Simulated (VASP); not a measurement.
Write the native input for VASP 6.6.1 that does the following.

```yaml
Task: single point
Functional: PBEsol
Potentials_or_basis: VASP PAW PBE potentials, release 64 (Na_pv, Cl)
Cutoff: 520 eV
k_mesh: 8 × 8 × 8
Occupations: gaussian, width 0.01 eV
Spin: no spin polarisation
Dipole_correction: no
Further_INCAR_settings: ALGO = Normal; EDIFF = 1e-07; NBANDS = 14
```

The structure of NaCl lies in POSCAR:

```
NaCl
1.0
    0.0000000000      2.7821533052      2.7821533052
    2.7821533052      0.0000000000      2.7821533052
    2.7821533052      2.7821533052      0.0000000000
Na Cl
1 1
Direct
    0.0000000000      0.0000000000      0.0000000000
    0.5000000000      0.5000000000      0.5000000000
```

This cell differs from its parent crystal: volume scaled by 0.98.

One way to write it, as run:

INCAR

```
PREC = Accurate ; ENCUT = 520
EDIFF = 1E-7 ; ISMEAR = 0
SIGMA = 0.01 ; LREAL = False
LASPH = True ; NELM = 60
ALGO = Normal ; ISIF = 2
LWAVE = False ; LCHARG = True
GGA = PS ; LELF = True
LVHAR = True ; NBANDS = 14
```

KPOINTS

```
regular mesh
0
Gamma
  8 8 8
```

Potentials or basis: VASP PAW PBE potentials, release 64 (Na_pv, Cl).

Command:

```sh
$ cat potpaw_PBE.64/Na_pv/POTCAR potpaw_PBE.64/Cl/POTCAR > POTCAR
$ mpirun -np 1 vasp_std > vasp.out
```

Results of the run:

| Item | Value |
| --- | --- |
| Pressure | 0.6 GPa |
| Band gap on the k mesh | 5.08 eV, direct |

Caveat: the PAW data sets were made with another functional, which shifts forces and pressure a little.

Run time: 18 s on 1 thread of Intel(R) Xeon(R) Platinum 8259CL CPU @ 2.50GHz (Skylake/Cascade Lake), with other jobs on the host, peak memory 0.16 GiB.
